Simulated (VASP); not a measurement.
The system is SnPt2Se3.

```
Sn Pt Se
1.0
     3.88038    0.00000    0.00000
     0.00000    3.88038    0.00000
     0.00000    0.00000    8.61991
Sn Pt Se
1 2 3
Direct
  0.50000 0.50000 0.00000
  0.50000 0.00000 0.73987
  0.00000 0.50000 0.26013
  0.50000 0.00000 0.38354
  0.00000 0.50000 0.61646
  0.00000 0.00000 0.00000
```

The cell was built from a structure type or drawn by symmetry, and may not be a known phase.

| Property | Result |
| --- | --- |
| Program | VASP 6.6.1 |
| Task | relaxation of cell and atoms |
| Functional | PBE |
| Potentials or basis | VASP PAW PBE potentials, release 64 (Sn_d, Pt, Se) |
| Cutoff | 600 eV |
| k mesh | 4 × 4 × 2 |
| Occupations | gaussian, width 0.1 eV |
| Spin | no spin polarisation |

At the start: pressure -3.5 GPa; volume 21.63 Å³/atom.

Problem. How do energy, volume and symmetry change on relaxing?

Solution. Over 15 steps the energy falls by 240.7 meV/atom and the volume is 20.53 Å³/atom (-5.1 %); space group P-4m2 (No. 115, to 0.1 Å) before and after.

Step by step:
```csv
step,energy change (eV),largest force (eV/Å),pressure (GPa),volume (Å³)
1,0.0000,1.4821,-3.50,129.79
2,-0.5427,1.7970,1.68,121.01
3,-0.7140,1.7308,7.79,114.27
4,-0.9777,1.3601,6.93,114.52
5,-1.2256,0.6723,8.24,114.86
6,-1.2728,0.2107,7.05,114.82
7,-1.2752,0.0539,7.27,114.84
8,-1.4103,0.2097,2.42,119.41
9,-1.4293,0.3196,-0.08,122.27
10,-1.4295,0.3114,0.08,122.07
11,-1.4369,0.2327,0.06,122.31
12,-1.4435,0.0321,0.06,122.87
13,-1.4436,0.0467,0.07,122.83
14,-1.4439,0.0438,0.00,122.92
15,-1.4444,0.0350,-0.20,123.18
```

Final structure:
```
Sn Pt Se
1.0
     4.07186    0.00000    0.00000
     0.00000    4.07186    0.00000
     0.00000    0.00000    7.42956
Sn Pt Se
1 2 3
Direct
  0.50000 0.50000 0.00000
  0.50000 0.00000 0.70342
  0.00000 0.50000 0.29658
  0.50000 0.00000 0.37573
  0.00000 0.50000 0.62427
  0.00000 0.00000 0.00000
```

Caveat: the k points lie up to 0.42 Å⁻¹ apart in the final cell, too coarse for converged energies and pressures of a metal.
